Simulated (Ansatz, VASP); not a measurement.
## Two plane-wave programs on PtSe2

```
CELL_PARAMETERS angstrom
3.94862 0.00000 0.00000
-1.97431 3.24903 0.00000
0.00000 0.00000 6.52688
ATOMIC_POSITIONS crystal
Pt 0.00000 0.00000 0.00000
Se 0.33333 0.66667 0.20019
Se 0.66667 0.33333 0.79981
```

Change from the starting cell: strain +0.0525 x Voigt [1, 0, 0, 0, 0, 0], atoms carried along.

Alike in both runs: task single point; functional PBE; k mesh 12 × 12 × 4; occupations gaussian, width 0.05 eV; no spin polarisation.

|  | VASP | Ansatz |
| --- | --- | --- |
| version | VASP 6.6.1 | Ansatz 0.2.0 |
| potentials or method | VASP PAW PBE potentials, release 64 (Pt, Se), cutoff 520 eV | scalar-relativistic, plane waves, PAW |
| valence electrons in the cell | 22 | 50 |

```csv
,VASP,Ansatz,Ansatz less VASP
gap on the k mesh at the Fermi level (eV),0.63,0.64,+0.011
least direct gap on the mesh (eV),0.82,0.83,+0.012
pressure (GPa),-4.4,-4.3,+0.05
"traceless stress, the component that is largest in VASP (GPa)",-3.34,-3.34,+0.003
rms of the force components (eV/Å),0.255,0.254,-0.0019
```

Atom by atom the forces differ by 0.002 eV/Å (rms over components). VASP's potentials hold 22 valence electrons a cell and Ansatz's 50, so a difference there can come from the potentials and not from the codes.

Neither program's run includes spin-orbit coupling.
